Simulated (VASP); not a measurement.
# Al2P3 (P6/mmm) in VASP: notebook

Al2P3 is run at these levels: PBE; tasks: single point, relaxation of cell and atoms.

All numbers are computed with VASP 6.6.1; they aren't measurements. Logs are shortened: lines on timing, memory, paths and dates and some standing lists are left out, and cuts for length are marked.

## 1. The cell of the first run

Symmetry: P6/mmm, No. 191, hexagonal system. Conventional cell: a = 4.054 Å, b = 4.054 Å, c = 6.923 Å, α = 90.00°, β = 90.00°, γ = 120.00°. Within 3.1 Å of Al (site symmetry -6m2) lie 3 Al at 2.34 Å and 9 P at 2.34 to 3.05 Å. P (site symmetry 6mm) has 1 P at 1.95 Å within 2.6 Å. Within 2.6 Å of P (site symmetry 6/mmm) lie 2 P at 1.95 Å and 6 Al at 2.34 Å.

## 2. Single point, PBE

INCAR

```
  PREC = Accurate
  ENCUT = 520
  EDIFF = 1E-6
  ISMEAR = 0
  SIGMA = 0.1
  LREAL = F
  LASPH = T
  NELM = 60
  ALGO = Normal
  ISIF = 2
  LWAVE = F
  LCHARG = F
  GGA = PE
  NBANDS = 18
```

KPOINTS

```
Automatic mesh
0
Gamma
  6 6 4
```

POSCAR

```
Al2P3
1.0
    4.0539269200      0.0000000000      0.0000000000
   -2.0269634600      3.5108037000      0.0000000000
    0.0000000000      0.0000000000      6.9227111500
Al P
2 3
Direct
    0.3333333300      0.6666666700      0.0000000000
    0.6666666700      0.3333333300      0.0000000000
    0.0000000000      0.0000000000      0.2813942800
    0.0000000000      0.0000000000      0.7186057200
    0.0000000000      0.0000000000      0.0000000000
```

Potentials or basis: VASP PAW PBE potentials, release 64 (Al, P).

Launch:

```
> cat potpaw_PBE.64/Al/POTCAR potpaw_PBE.64/P/POTCAR > POTCAR
> mpirun -np 1 vasp_std > vasp.out
```

OUTCAR:

```text
PREC = Accurate
   ENCUT = 520
   EDIFF = 1E-6
   ISMEAR = 0
   LREAL = F
   LASPH = T
   NELM = 60
   ISIF = 2
   GGA = PE

 ion  position               nearest neighbor table
   1  0.333  0.667  0.000-   5 2.34   2 2.34   2 2.34   5 2.34   5 2.34   2 2.34   4 3.05   3 3.05
                             3 3.05   4 3.05   3 3.05   4 3.05
   2  0.667  0.333  0.000-   5 2.34   1 2.34   1 2.34   5 2.34   5 2.34   1 2.34   4 3.05   3 3.05
                             4 3.05   3 3.05   4 3.05   3 3.05
   3  0.000  0.000  0.281-   5 1.95   2 3.05   1 3.05   2 3.05   1 3.05   2 3.05   1 3.05
   4  0.000  0.000  0.719-   5 1.95   2 3.05   1 3.05   2 3.05   1 3.05   2 3.05   1 3.05
   5  0.000  0.000  0.000-   3 1.95   4 1.95   1 2.34   2 2.34   2 2.34   1 2.34   2 2.34   1 2.34

  LATTYP: Found a hexagonal cell.
 ALAT       =     4.0539269200
 C/A-ratio  =     1.7076556353

  Lattice vectors:

 A1 = (   4.0539269200,   0.0000000000,   0.0000000000)
 A2 = (  -2.0269634600,   3.5108037000,   0.0000000000)
 A3 = (   0.0000000000,   0.0000000000,   6.9227111500)

Analysis of symmetry for initial positions (statically):
=====================================================================
 Subroutine PRICEL returns:
 Original cell was already a primitive cell.

 Routine SETGRP: Setting up the symmetry group for a
 hexagonal supercell.

 Subroutine GETGRP returns: Found 24 space group operations
 (whereof 24 operations were pure point group operations)
 out of a pool of 24 trial point group operations.

The static configuration has the point symmetry D_6h.

Analysis of symmetry for dynamics (positions and initial velocities):
=====================================================================
 Subroutine PRICEL returns:
 Original cell was already a primitive cell.

 Routine SETGRP: Setting up the symmetry group for a
 hexagonal supercell.

 Subroutine GETGRP returns: Found 24 space group operations
 (whereof 24 operations were pure point group operations)
 out of a pool of 24 trial point group operations.

The dynamic configuration has the point symmetry D_6h.

 Subroutine INISYM returns: Found 24 space group operations
 (whereof 24 operations are pure point group operations),
 and found     1 'primitive' translations

----------------------------------------------------------------------------------------

[... 94 lines left out ...]
   EDIFF  = 0.1E-05   stopping-criterion for ELM
   LREAL  =      F    real-space projection
   EDIFFG = 0.1E-04   stopping-criterion for IOM
   NSW    =      0    number of steps for IOM
   IBRION =     -1    ionic relax: 0-MD 1-quasi-New 2-CG
   NFREE  =      0    steps in history (QN), initial steepest desc. (CG)
   ISIF   =      2    stress and relaxation
   ISYM   =      2    0-nonsym 1-usesym 2-fastsym
   POTIM  = 0.5000    time-step for ionic-motion
   TEBEG  =    0.0;   TEEND  =   0.0 temperature during run
   PSTRESS=    0.0 pullay stress
   NELECT =      21.0000    total number of electrons
   NUPDOWN=      -1.0000    fix difference up-down
   EMIN   =  10.00;   EMAX   =-10.00  energy-range for DOS
   EFERMI =   0.00;   METHOD = LEGACY
   ISMEAR =     0;   SIGMA  =   0.10  broadening in eV -4-tet -1-fermi 0-gaus
   EFERMI_NEDOS =   21; number of points for ismear=-14 and -15
   IALGO  =     38    algorithm
   IMIX   =      4    mixing-type and parameters
     AMIX     =   0.40;   BMIX     =  1.00
     AMIX_MAG =   1.60;   BMIX_MAG =  1.00
  volume/ion in A,a.u.               =      19.71       132.98
  Fermi-wavevector in a.u.,A,eV,Ry     =   0.977901  1.847966 13.011129  0.956291
  Thomas-Fermi vector in A             =   2.108635
   LORBIT       =      0    0 simple, 1 ext, 2 COOP (PROOUT), +10 PAW based schemes
   GGA     = PE    functional components
   LHFCALC =     F    Hartree Fock is set to
   AEXX    =    0.0000 exact exchange contribution
   IVDW    =     0    specifies the selected vdW correction
   LEPSILON=     F    determine dielectric tensor
   LRPA    =     F    only Hartree local field effects (RPA)
 non-spin polarized calculation
 Gauss-broadening in eV      SIGMA  =   0.10
  energy-cutoff  :      520.00
  volume of cell :       98.53
 maximum number of plane-waves:      2690
   NGX = 15   NGY = 15   NGZ = 25

 number of electron      20.9999998 magnetization

 Free energy of the ion-electron system (eV)
  ---------------------------------------------------
  ext. energy  EPLUGINS =         0.00000000
  ---------------------------------------------------
  free energy    TOTEN  =       -17.45989372 eV

  energy without entropy =      -17.45031360  energy(sigma->0) =      -17.45510366

 E-fermi :   5.5945     XC(G=0):  -9.1535

 val. band max:        5.5760126446   @ k =   0.3333   0.3333   0.2500
 cond. band min:       5.5986886179   @ k =   0.3333   0.1667   0.0000
 fundamental gap:      0.0226759733
 Fermi energy:         5.5944542426

 k-point     1 :       0.0000    0.0000    0.0000
  band No.  band energies     occupation
      1     -10.7449      2.00000
      2      -6.5225      2.00000
      3      -3.1129      2.00000
      4      -0.4226      2.00000
      5      -0.4226      2.00000
      6       1.4739      2.00000
[... 418 lines left out ...]
      5      -0.9851      2.00000
      6       0.4199      2.00000
[... 10 lines left out ...]
     17      11.4495      0.00000
     18      11.4495      0.00000

------------------------ aborting loop because EDIFF is reached ----------------------------------------

  FORCE on cell =-STRESS in cart. coord.  units (eV):
  Direction    XX          YY          ZZ          XY          YZ          ZX
  --------------------------------------------------------------------------------------
  -------------------------------------------------------------------------------------
  Total       14.3322728     14.3322728     14.4545491      0.0000000      0.0000000      0.0000000
  in kB      233.0595883    233.0595886    235.0479441      0.0000000      0.0000000      0.0000000
  external PRESSURE =     233.7223737 kB  Pullay stress =       0.0000000 kB

 VOLUME and BASIS-vectors are now :
 -----------------------------------------------------------------------------
  energy-cutoff  :      520.00
  volume of cell :       98.53
      direct lattice vectors                 reciprocal lattice vectors
     4.053926920  0.000000000  0.000000000     0.246674402  0.142417532  0.000000000
    -2.026963460  3.510803700  0.000000000     0.000000000  0.284835065  0.000000000
     0.000000000  0.000000000  6.922711150     0.000000000  0.000000000  0.144452076

 POSITION                                       TOTAL-FORCE (eV/Angst)
 -----------------------------------------------------------------------------------
     -0.00000      2.34054      0.00000        -0.000000     -0.000000      0.000000
      2.02696      1.17027      0.00000         0.000000      0.000000      0.000000
      0.00000      0.00000      1.94801         0.000000     -0.000000      3.808312
      0.00000      0.00000      4.97470        -0.000000      0.000000     -3.808312
      0.00000      0.00000      0.00000        -0.000000      0.000000      0.000000
 -----------------------------------------------------------------------------------
    total drift:                                0.000000     -0.000000     -0.000000

  FREE ENERGIE OF THE ION-ELECTRON SYSTEM (eV)
  ---------------------------------------------------
  free  energy   TOTEN  =       -17.4598937238 eV

  energy  without entropy=      -17.4503135990  energy(sigma->0) =      -17.45510366
```

It took 20 s on 1 thread of Intel Xeon 6975P-C (Granite Rapids), shared host; peak memory 0.21 GiB.

Results:

| Item | Value |
| --- | --- |
| Free energy | -17.4599 eV |
| Pressure | 23.4 GPa |
| Largest force | 3.808 eV/Å |

Forces in eV/Å, atoms in the order of the input:
```
Al   0.000  0.000  0.000
Al   0.000  0.000  0.000
P    0.000  0.000  3.808
P    0.000  0.000 -3.808
P    0.000  0.000  0.000
```

Levels at points of the mesh, in eV from the Fermi level:
| k point | band 7 | band 8 | band 9 | band 10 | band 11 | band 12 | band 13 | band 14 | band 15 | band 16 |
| --- | --- | --- | --- | --- | --- | --- | --- | --- | --- | --- |
| (0.00, 0.00, 0.00) | -3.34 | -1.71 | -1.71 | -0.94 | -0.94 | 0.31 | 0.75 | 1.12 | 1.12 | 3.80 |
| (0.50, 0.00, 0.00) | -3.84 | -2.94 | -1.72 | -1.62 | 0.13 | 0.46 | 1.96 | 4.31 | 4.38 | 4.63 |
| (0.00, 0.00, 0.50) | -3.74 | -1.71 | -1.71 | -1.22 | -1.22 | 0.57 | 1.80 | 1.80 | 3.12 | 3.82 |
| (0.50, 0.00, 0.50) | -4.58 | -3.71 | -2.00 | -0.61 | 1.20 | 1.76 | 2.25 | 2.37 | 4.34 | 4.65 |

Caveat: this functional lacks dispersion, which binds the layers, so the pressure and a relaxed spacing across them are unreliable; forces of over 1 eV/Å act on the atoms, so gaps and moduli don't describe the material at rest.

## 3. Single point, PBE

This run uses another cell than the first one, of 24.04 Å³/atom, 1.220 times its volume.

INCAR

```
ALGO     = Normal         # electronic algorithm
EDIFF    = 1E-6           # SCF threshold, eV
ENCUT    = 520            # plane-wave cutoff, eV
GGA      = PE             # functional
ISIF     = 2              # what is computed and relaxed
ISMEAR   = 0              # smearing method
LASPH    = True           # aspherical terms in the spheres
LCHARG   = False          # write CHGCAR
LREAL    = False          # projectors in reciprocal space
LWAVE    = False          # write WAVECAR
NBANDS   = 18             # bands
NELM     = 100            # most SCF steps
PREC     = Accurate       # precision mode
SIGMA    = 0.1            # smearing width, eV
```

KPOINTS

```
k-points
0
Gamma
  6 6 4
```

POSCAR

```
Al2P3
1.0
    4.5191803801      0.0000000000      0.0000000000
   -2.2595901900      3.9137250134      0.0000000000
    0.0000000000      0.0000000000      6.7973420193
Al P
2 3
Direct
    0.3333333333      0.6666666667      0.0000000000
    0.6666666667      0.3333333333      0.0000000000
    0.0000000000      0.0000000000      0.3494629990
    0.0000000000      0.0000000000      0.6505370010
    0.0000000000      0.0000000000      0.0000000000
```

Potentials or basis: VASP PAW PBE potentials, release 64 (Al, P).

Launch:

```
> cat potpaw_PBE.64/Al/POTCAR potpaw_PBE.64/P/POTCAR > POTCAR
> mpirun -np 1 vasp_std > vasp.out
```

Run time: 21 s. Hardware: 1 thread of Intel Xeon 6975P-C (Granite Rapids), shared host; peak memory 0.24 GiB.

Results (log left out):

| Quantity | Value |
| --- | --- |
| Free energy | -20.3406 eV |
| Pressure | 0.2 GPa |
| Largest force | 0.031 eV/Å |

Forces in eV/Å, atoms in the order of the input:
```
Al   0.000  0.000  0.000
Al   0.000  0.000  0.000
P    0.000  0.000  0.031
P    0.000  0.000 -0.031
P    0.000  0.000  0.000
```

Stress tensor (GPa, compression positive):
```
 0.30  0.00  0.00
 0.00  0.30  0.00
 0.00  0.00 -0.08
```

Levels at points of the mesh, in eV from the Fermi level:
| k point | band 9 | band 10 | band 11 | band 12 | band 13 | band 14 |
| --- | --- | --- | --- | --- | --- | --- |
| (0.00, 0.00, 0.00) | -0.99 | -0.98 | -0.90 | -0.90 | 0.65 | 0.65 |
| (0.50, 0.00, 0.00) | -1.61 | -1.34 | -0.56 | 0.15 | 2.45 | 3.16 |
| (0.00, 0.00, 0.50) | -1.70 | -0.89 | -0.89 | 0.76 | 1.98 | 2.05 |
| (0.50, 0.00, 0.50) | -2.04 | 0.68 | 1.32 | 1.71 | 2.08 | 3.22 |

## 4. Relaxation of cell and atoms, PBE

INCAR

```
PREC = Accurate
ENCUT = 600
EDIFF = 1E-7
ISMEAR = 0
SIGMA = 0.1
LREAL = F
LASPH = T
NELM = 100
ALGO = Normal
ISIF = 3
LWAVE = F
LCHARG = F
GGA = PE
IBRION = 2
NSW = 90
EDIFFG = -0.04
```

KPOINTS

```
regular mesh
0
Gamma
  6 6 4
```

POSCAR

```
Al2P3
1.0
    4.0539269200      0.0000000000      0.0000000000
   -2.0269634600      3.5108037000      0.0000000000
    0.0000000000      0.0000000000      6.9227111500
Al P
2 3
Direct
    0.3333333300      0.6666666700      0.0000000000
    0.6666666700      0.3333333300      0.0000000000
    0.0000000000      0.0000000000      0.2813942800
    0.0000000000      0.0000000000      0.7186057200
    0.0000000000      0.0000000000      0.0000000000
```

Launch:

```
> cat potpaw_PBE.64/Al/POTCAR potpaw_PBE.64/P/POTCAR > POTCAR
> mpirun -np 1 vasp_std > vasp.out
```

It took 6.6 min on 1 thread of Intel Xeon 6975P-C (Granite Rapids), shared host; peak memory 0.24 GiB.

It converged, with:

```
Free energy                            : -20.3395 eV
Relaxed volume                         : 24.18 Å³/atom
Relaxed cell                           : a = 4.532 Å, b = 4.532 Å, c = 6.796 Å, α = 90.00°, β = 90.00°, γ = 120.00°
Space group after relaxing (to 0.05 Å) : P6/mmm (No. 191)
Energy gained by relaxing              : 575.6 meV/atom
Ionic steps                            : 34
Pressure after relaxing                : 0.0 GPa
Largest force after relaxing           : 0.012 eV/Å
```

Forces on the atoms (eV/Å):
```
Al   0.000  0.000  0.000
Al   0.000  0.000  0.000
P    0.000  0.000  0.012
P    0.000  0.000 -0.012
P    0.000  0.000  0.000
```

Stress tensor (GPa, compression positive):
```
-0.10  0.00  0.00
 0.00 -0.10  0.00
 0.00  0.00  0.10
```

Step by step:
```tsv
step	energy change (eV)	largest force (eV/Å)	pressure (GPa)	volume (Å³)
1	0.0000	3.8078	23.38	98.53
2	-1.0305	0.9136	-6.32	145.49
3	-1.6716	0.4169	0.28	122.32
4	-1.9668	0.4552	-0.66	127.39
5	-1.9828	0.4250	-0.22	128.95
6	-1.9624	0.6419	1.11	131.88
7	-1.9852	0.4160	0.02	129.51
8	-1.9857	0.4146	0.21	129.94
9	-1.9999	0.3521	-0.59	130.96
10	-2.0134	0.3946	-1.82	132.76
11	-2.0410	0.8337	-3.58	136.39
12	-2.1485	1.2328	-5.10	143.77
13	-0.0839	13.2876	3.67	159.00
14	-2.1474	1.2194	-5.10	144.09
15	-2.1364	0.2028	-4.38	149.04
16	-2.1609	1.1205	-5.06	145.36
17	-2.1667	0.9310	-4.92	146.64
18	-2.1682	0.9076	-4.90	146.70
19	-2.1721	0.8307	-4.83	146.91
20	-2.1758	0.6408	-4.67	147.31
21	-2.1804	0.6415	-4.66	147.16
22	-2.1942	0.6435	-4.64	146.72
23	-2.2219	0.6472	-4.60	145.84
24	-2.2768	0.6528	-4.50	144.09
25	-2.3841	0.6527	-4.20	140.63
26	-2.5763	0.6077	-3.17	133.87
27	-2.7897	0.3772	0.43	120.97
28	-2.7944	0.3261	1.31	118.68
29	-2.8462	0.3780	1.29	117.63
30	-2.8534	0.3973	1.32	117.07
31	-2.8663	0.3046	0.83	118.29
32	-2.8777	0.0784	-0.23	121.26
33	-2.8778	0.0941	-0.16	121.05
34	-2.8782	0.0115	-0.03	120.88
```

Final structure:
```yaml
crystal:
  lattice:
    - [4.53186, 0.00000, 0.00000]
    - [-2.26593, 3.92470, 0.00000]
    - [0.00000, 0.00000, 6.79601]
  atoms:
    - { symbol: Al, position: [0.33333, 0.66667, 0.00000] }
    - { symbol: Al, position: [0.66667, 0.33333, 0.00000] }
    - { symbol: P, position: [0.00000, 0.00000, 0.34960] }
    - { symbol: P, position: [0.00000, 0.00000, 0.65040] }
    - { symbol: P, position: [0.00000, 0.00000, 0.00000] }
```

Levels at points of the mesh, in eV from the Fermi level:
| k point | band 8 | band 9 | band 10 | band 11 | band 12 | band 13 | band 14 |
| --- | --- | --- | --- | --- | --- | --- | --- |
| (0.00, 0.00, 0.00) | -1.00 | -1.00 | -0.96 | -0.90 | -0.90 | 0.65 | 0.65 |
| (0.50, 0.00, 0.00) | -1.97 | -1.61 | -1.35 | -0.54 | 0.15 | 2.44 | 3.11 |
| (0.00, 0.00, 0.50) | -1.71 | -1.71 | -0.89 | -0.89 | 0.75 | 1.93 | 2.05 |
| (0.50, 0.00, 0.50) | -3.15 | -2.05 | 0.70 | 1.32 | 1.71 | 2.07 | 3.17 |

Caveat: the volume moved by over 15 % at a fixed basis, so the end points are rough; this functional lacks dispersion, which binds the layers, so the pressure and a relaxed spacing across them are unreliable.

## 5. Single point, PBE

This run uses another cell than the first one, of 24.47 Å³/atom, 1.242 times its volume.

INCAR

```
  ALGO = Normal
  EDIFF = 1E-6
  ENCUT = 520
  GGA = PE
  ISIF = 2
  ISMEAR = 0
  LASPH = T
  LCHARG = F
  LREAL = F
  LWAVE = F
  NBANDS = 18
  NELM = 60
  PREC = Accurate
  SIGMA = 0.1
```

KPOINTS

```
k-points
0
Gamma
  12 12 6
```

POSCAR

```
Al2P3
1.0
    4.5994493695      0.0000000000      0.0000000000
   -2.2997246847      3.9832399975      0.0000000000
    0.0000000000      0.0000000000      6.6788346441
Al P
2 3
Direct
    0.3333333333      0.6666666667      0.0000000000
    0.6666666667      0.3333333333      0.0000000000
    0.0000000000      0.0000000000      0.3461334559
    0.0000000000      0.0000000000      0.6538665441
    0.0000000000      0.0000000000      0.0000000000
```

Launch:

```
> cat potpaw_PBE.64/Al/POTCAR potpaw_PBE.64/P/POTCAR > POTCAR
> mpirun -np 1 vasp_std > vasp.out
```

Wall time 68 s (1 thread of Intel Xeon 6975P-C (Granite Rapids), shared host); peak memory 0.31 GiB.

It converged, with:

```yaml
Free_energy: -20.1741 eV
Pressure: -0.1 GPa
Largest_force: 0.028 eV/Å
```

Forces in eV/Å, atoms in the order of the input:
```
Al   0.000  0.000  0.000
Al   0.000  0.000  0.000
P    0.000  0.000  0.028
P    0.000  0.000 -0.028
P    0.000  0.000  0.000
```

Stress tensor (GPa, compression positive):
```
-0.02  0.00  0.00
 0.00 -0.02  0.00
 0.00  0.00 -0.22
```

Levels at points of the mesh, in eV from the Fermi level:
```
           k point  band 9  band 10  band 11  band 12  band 13  band 14
(0.00, 0.00, 0.00)   -1.00    -0.85    -0.85    -0.72     0.43     0.43
(0.50, 0.00, 0.00)   -1.43    -1.35    -0.41    -0.03     2.36     2.79
(0.00, 0.00, 0.50)   -1.88    -0.83    -0.83     0.56     1.67     2.05
(0.50, 0.00, 0.50)   -2.19     0.78     1.49     1.70     1.95     2.84
```

[end of part 1 of 2]
